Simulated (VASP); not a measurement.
Input of a VASP 6.6.1 run:

File INCAR:

```
SYSTEM = TaAlCl6
PREC = Accurate
ENCUT = 500
EDIFF = 1E-7
ISMEAR = 0
SIGMA = 0.1
LREAL = .False.
LASPH = .True.
NELM = 200
ALGO = Normal
ISIF = 3
LWAVE = .False.
LCHARG = .False.
ISPIN = 2
MAGMOM = 2.06 0 0 0 0 0 0 0
LORBIT = 11
LMAXMIX = 4
GGA = PE
IBRION = 2
NSW = 90
EDIFFG = -0.04
GGA_COMPAT = .False.
NELMIN = 4
```

KPOINTS

```
Automatic mesh
0
Gamma
  3 3 3
  0 0 0
```

POSCAR

```
TaAlCl6
1.0
    4.2421749284      2.4492208369      2.7831135113
   -4.2421749284      2.4492208369      2.7831135113
    0.0000000000     -4.8984416737      2.7831135113
Ta Al Cl
1 1 6
Direct
    0.5000000000      0.5000000000      0.5000000000
    0.0000000000      0.0000000000      0.0000000000
    0.2650000000      0.2650000000      0.9260000000
    0.9260000000      0.2650000000      0.2650000000
    0.2650000000      0.9260000000      0.2650000000
    0.0740000000      0.7350000000      0.7350000000
    0.7350000000      0.7350000000      0.0740000000
    0.7350000000      0.0740000000      0.7350000000
```

Potentials or basis: VASP PAW PBE potentials, release 64 (Ta_pv, Al, Cl).

Run with:

```bash
$ cat potpaw_PBE.64/Ta_pv/POTCAR potpaw_PBE.64/Al/POTCAR potpaw_PBE.64/Cl/POTCAR > POTCAR
$ mpirun -np 1 vasp_std > vasp.out
```

What does it give for the net moment?

2.00 μB per cell.

Predict the band gap on the k mesh.

zero (filled and empty bands overlap).

Predict the space group after relaxing (to 0.1 Å).

R-3m (No. 166).

What does it give for the relaxed volume?

20.86 Å³/atom.

Final structure:
```yaml
crystal:
  lattice:
    - [4.18398, 2.41562, 2.75186]
    - [-4.18398, 2.41562, 2.75186]
    - [0.00000, -4.83124, 2.75186]
  atoms:
    - { symbol: Ta, position: [0.50000, 0.50000, 0.50000] }
    - { symbol: Al, position: [0.00000, 0.00000, 0.00000] }
    - { symbol: Cl, position: [0.29877, 0.29877, 0.92725] }
    - { symbol: Cl, position: [0.92725, 0.29877, 0.29877] }
    - { symbol: Cl, position: [0.29877, 0.92725, 0.29877] }
    - { symbol: Cl, position: [0.07275, 0.70123, 0.70123] }
    - { symbol: Cl, position: [0.70123, 0.70123, 0.07275] }
    - { symbol: Cl, position: [0.70123, 0.07275, 0.70123] }
```

Caveat: the k points lie up to 0.38 Å⁻¹ apart in the final cell; spin-orbit coupling is left out, which moves the levels of the heavy elements.
